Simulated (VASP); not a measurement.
Write the native input for VASP 6.6.1 that does the following.

```yaml
Task: electric field gradients
Functional: PBE
Potentials_or_basis: VASP PAW PBE potentials, release 64 (Ir)
Cutoff: 520 eV
k_mesh: 18 × 18 × 18
Occupations: fermi-dirac, width 0.03 eV
Spin: no spin polarisation
Dipole_correction: no
Further_INCAR_settings: ALGO = Normal; EDIFF = 1e-08; NBANDS = 10
```

The structure of Ir lies in POSCAR:

```
Ir
1.0
    0.0000000000      1.9269646676      1.9269646676
    1.9269646676      0.0000000000      1.9269646676
    1.9269646676      1.9269646676      0.0000000000
Ir
1
Direct
    0.0000000000      0.0000000000      0.0000000000
```

One way to write it, as run:

INCAR

```
SYSTEM = Ir
PREC     = Accurate       ! precision mode
ENCUT    = 520            ! plane-wave cutoff, eV
EDIFF    = 1E-8           ! SCF threshold, eV
ISMEAR   = -1             ! smearing method
SIGMA    = 0.03           ! smearing width, eV
LREAL    = .FALSE.        ! projectors in reciprocal space
LASPH    = .TRUE.         ! aspherical terms in the spheres
NELM     = 60             ! most SCF steps
ALGO     = Normal         ! electronic algorithm
ISIF     = 2              ! what is computed and relaxed
LWAVE    = .FALSE.        ! write WAVECAR
LCHARG   = .FALSE.        ! write CHGCAR
GGA      = PE             ! functional
LEFG     = .TRUE.       
NBANDS   = 10             ! bands
```

KPOINTS

```
Automatic mesh
0
G
  18 18 18
  0 0 0
```

Potentials or basis: VASP PAW PBE potentials, release 64 (Ir).

Launch:

```console
$ cat potpaw_PBE.64/Ir/POTCAR > POTCAR
$ mpirun -np 1 vasp_std > vasp.out
```

It gave:

The pressure is 5.2 GPa.

Caveat: without QUAD_EFG the Cq values of the log hold for a quadrupole moment of 1 mb, not for the nuclei.

It took 9.6 s on 1 thread of Intel(R) Xeon(R) 6975P-C (Granite Rapids) (shared host), peak memory 0.15 GiB.
